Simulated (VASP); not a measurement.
GaN:

```xyz
4
Lattice="3.1800 0.0000 0.0000 -1.5900 2.7540 0.0000 0.0000 0.0000 5.1660" Properties=species:S:1:pos:R:3 pbc="T T T"
Ga    0.0000    1.8360    0.0000
Ga    1.5900    0.9180    2.5830
N     0.0000    1.8360    1.9373
N     1.5900    0.9180    4.5203
```

- Program: VASP 6.6.1
- Task: relaxation of cell and atoms
- Functional: PBE
- Potentials or basis: VASP PAW PBE potentials, release 64 (Ga_d, N)
- Cutoff: 600 eV
- k mesh: 12 × 12 × 6
- Occupations: gaussian, width 0.02 eV
- Spin: no spin polarisation

At the start: pressure 7.2 GPa; volume 11.31 Å³/atom.

Where does the relaxation end?

Over 8 steps the energy falls by 10.1 meV/atom and the volume is 11.76 Å³/atom (+3.9 %); space group P6_3mc (No. 186, to 0.1 Å) before and after.

Step by step:
```
step  energy change (eV)  largest force (eV/Å)  pressure (GPa)  volume (Å³)
   1              0.0000                0.1347            7.18        45.24
   2             -0.0117                0.0620           -5.19        48.64
   3             -0.0402                0.0110           -0.01        47.03
   4             -0.0402                0.0130            0.13        46.99
   5             -0.0403                0.0076            0.12        46.99
   6             -0.0403                0.0033            0.12        46.99
   7             -0.0403                0.0011           -0.08        47.05
   8             -0.0403                0.0007            0.01        47.03
```

Final structure:
```yaml
crystal:
  lattice:
    - [3.21808, 0.00000, 0.00000]
    - [-1.60904, 2.78694, 0.00000]
    - [0.00000, 0.00000, 5.24353]
  atoms:
    - { symbol: Ga, position: [0.33333, 0.66667, 0.99915] }
    - { symbol: Ga, position: [0.66667, 0.33333, 0.49915] }
    - { symbol: N, position: [0.33333, 0.66667, 0.37585] }
    - { symbol: N, position: [0.66667, 0.33333, 0.87585] }
```
